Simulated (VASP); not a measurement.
Input of a VASP 6.6.1 run:

INCAR

```
SYSTEM = BeTe2
PREC = Accurate ; ENCUT = 600
EDIFF = 1E-6 ; ISMEAR = 0
SIGMA = 0.2 ; LREAL = .FALSE.
LASPH = .TRUE. ; NELM = 120
ALGO = Normal ; ISIF = 2
LWAVE = .FALSE. ; LCHARG = .FALSE.
GGA = PE ; NBANDS = 14
GGA_COMPAT = .FALSE.
```

KPOINTS

```
Automatic mesh
0
G
  6 6 3
  0 0 0
```

File POSCAR:

```
BeTe2
1.0
    3.4183355123      0.0000000000      0.0000000000
    0.0000000000      3.4183355123      0.0000000000
    0.0000000000      0.0000000000      6.5507611448
Be Te
1 2
Direct
    0.0000000000      0.0000000000      0.0000000000
    0.5000000000      0.5000000000      0.2356787115
    0.5000000000      0.5000000000      0.7643212885
```

Potentials or basis: VASP PAW PBE potentials, release 64 (Be, Te).

Launch:

```bash
$ cat potpaw_PBE.64/Be/POTCAR potpaw_PBE.64/Te/POTCAR > POTCAR
$ mpirun -np 1 vasp_std > vasp.out
```

Problem. What does it give for the band gap on the k mesh?

Solution. Zero (band 7 reaches 7.66 eV, above the bottom of band 8 at 4.80 eV).

Problem. Predict the pressure.

Solution. 0.0 GPa.

Problem. What does it give for the largest force?

Solution. 0.031 eV/Å.

Stress tensor (GPa, compression positive):
```
-0.23  0.00  0.00
 0.00 -0.23  0.00
 0.00  0.00  0.58
```

Caveat: spin-orbit coupling is left out, which moves the levels of the heavy elements.
